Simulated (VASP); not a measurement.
# SnTe: single point with PBE

SnTe:

```xyz
2
Lattice="0.0000 3.4471 3.4471 3.4471 0.0000 3.4471 3.4471 3.4471 0.0000" Properties=species:S:1:pos:R:3 pbc="T T T"
Sn    0.0000    0.0000    0.0000
Te    1.7236    1.7236    1.7236
```

- Program: VASP 6.6.1
- Task: single point
- Functional: PBE
- Potentials or basis: VASP PAW PBE potentials, release 64 (Sn_d, Te)
- Cutoff: 500 eV
- k mesh: 4 × 4 × 4
- Occupations: gaussian, width 0.05 eV
- Spin: no spin polarisation
- Dipole correction: no
- Further INCAR settings: ALGO = Normal; EDIFF = 1e-06; NBANDS = 17

```
Pressure               : 3.1 GPa
Band gap on the k mesh : zero (band 10 reaches 4.61 eV, above the bottom of band 11 at 4.26 eV)
```

Levels at points of the mesh, in eV from the Fermi level:
```csv
k point,band 7,band 8,band 9,band 10,band 11,band 12,band 13,band 14
"(0.00, 0.00, 0.00)",-4.92,-2.48,-2.48,-2.48,0.75,0.75,0.75,3.90
"(0.50, 0.00, 0.00)",-7.57,-3.11,-3.11,-2.36,1.62,1.62,3.75,5.46
"(0.50, 0.50, 0.00)",-7.98,-3.89,-3.89,-0.95,-0.30,4.27,4.27,5.48
```

Run time: 13 s on 1 thread of AMD EPYC 7R43 64-Core Processor (Zen 3) (shared host), peak memory 0.17 GiB.

Caveat: the k points lie up to 0.39 Å⁻¹ apart; spin-orbit coupling is left out, which moves the levels of the heavy elements.
